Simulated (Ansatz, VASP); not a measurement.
# One calculation of Te, two programs

INCAR

```
PREC = Accurate
ENCUT = 520
EDIFF = 1E-6
ISMEAR = -1
SIGMA = 0.1
LREAL = False
LASPH = True
NELM = 60
ALGO = Normal
ISIF = 2
LWAVE = False
LCHARG = False
GGA = RP
NBANDS = 16
```

KPOINTS

```
regular mesh
0
Gamma
  8 8 11
```

Contents of POSCAR:

```
Te
1.0
    5.6054350768      0.0000000000      0.0000000000
   -2.8027175384      4.8544491757      0.0000000000
    0.0000000000      0.0000000000      3.2909417825
Te
3
Direct
    0.0000000000      0.0000000000      0.0000000000
    0.3333333333      0.6666666667      0.5000000000
    0.6666666667      0.3333333333      0.5000000000
```

Input for Ansatz:

```yaml
crystal:
  lattice:
    - [5.6054350768, 0.0, 0.0]
    - [-2.8027175384, 4.8544491757, 0.0]
    - [0.0, 0.0, 3.2909417825]
  atoms:
    - { symbol: Te, position: [0.0, 0.0, 0.0] }
    - { symbol: Te, position: [0.3333333333, 0.6666666667, 0.5] }
    - { symbol: Te, position: [0.6666666667, 0.3333333333, 0.5] }
hamiltonian:
  xc: rpbe
  pseudopotentials:
    kind: paw
    azcp:
      Te: "pseudopotentials/Te.paw.azcp"
basis:
  ecutwfc: 420
  fft_grid_basis: typed
kpoints:
  mp_grid: { grid: [8, 8, 11], shift: [0, 0, 0] }
magnetization:
  spin_polarized: false
scf:
  occupations: { method: fermi_dirac, width: 0.1 }
  lower_state_search: "off"
output:
  stress: true
  write_density: true
  write_potential: true
  elf: true
  volumetric_format: npy
```

Alike in both runs: task single point; functional RPBE; k mesh 8 × 8 × 11; occupations fermi-dirac, width 0.1 eV; no spin polarisation.

|  | VASP | Ansatz |
| --- | --- | --- |
| version | VASP 6.6.1 | Ansatz 0.2.0 |
| potentials or method | VASP PAW PBE potentials, release 64 (Te), cutoff 520 eV | plane waves (420 eV) with PAW, scalar-relativistic |
| valence electrons in the cell | 18 | 48 |

Ansatz gave:

- pressure (GPa): -0.2
- traceless stress, the component that is largest in VASP (GPa): -1.28

Which values does VASP return?

Pressure (GPa): -0.3; traceless stress, the component that is largest in VASP (GPa): -1.29.

VASP's potentials were made for PBE, not for RPBE. With one functional, cell and mesh, what is left measures potentials, basis and numerics. VASP's potentials hold 18 valence electrons a cell and Ansatz's 48, so a difference there can come from the potentials and not from the codes.

Spin-orbit coupling is off throughout.
